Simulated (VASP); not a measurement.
Te2Pt (Moncheite), 3 atoms in the cell. The structure is trigonal, space group P-3m1 (No. 164). Conventional cell: a = 4.053 Å, b = 4.053 Å, c = 5.091 Å, α = 90.00°, β = 90.00°, γ = 120.00°. Within 3.6 Å of Te (site symmetry 3m) lie 3 Pt at 2.71 Å and 6 Te at 3.34 to 3.58 Å. Within 3.6 Å of Pt (site symmetry -3m) lie 6 Te at 2.71 Å. 

```yaml
Program: VASP 6.6.1
Task: single point
Functional: PBE
Dispersion: D3(BJ)
Potentials_or_basis: VASP PAW PBE potentials, release 64 (Te, Pt)
Cutoff: 500 eV
k_mesh: 10 × 10 × 8
Occupations: gaussian, width 0.05 eV
Spin: no spin polarisation
Dipole_correction: no
Further_INCAR_settings: ALGO = Normal; EDIFF = 1e-06; NBANDS = 18
```

Potentials or basis: VASP PAW PBE potentials, release 64 (Te, Pt).

Launch:

```sh
$ cat potpaw_PBE.64/Te/POTCAR potpaw_PBE.64/Pt/POTCAR > POTCAR
$ mpirun -np 1 vasp_std > vasp.out
```

Hardware: 1 thread of Intel(R) Xeon(R) 6975P-C (Granite Rapids) (shared host).

Question: Estimate the wall time of this run.

Answer: It took 110 s on 1 thread of Intel(R) Xeon(R) 6975P-C (Granite Rapids), on a shared host, peak memory 0.27 GiB. Counts: scf iterations 14, k points 94.
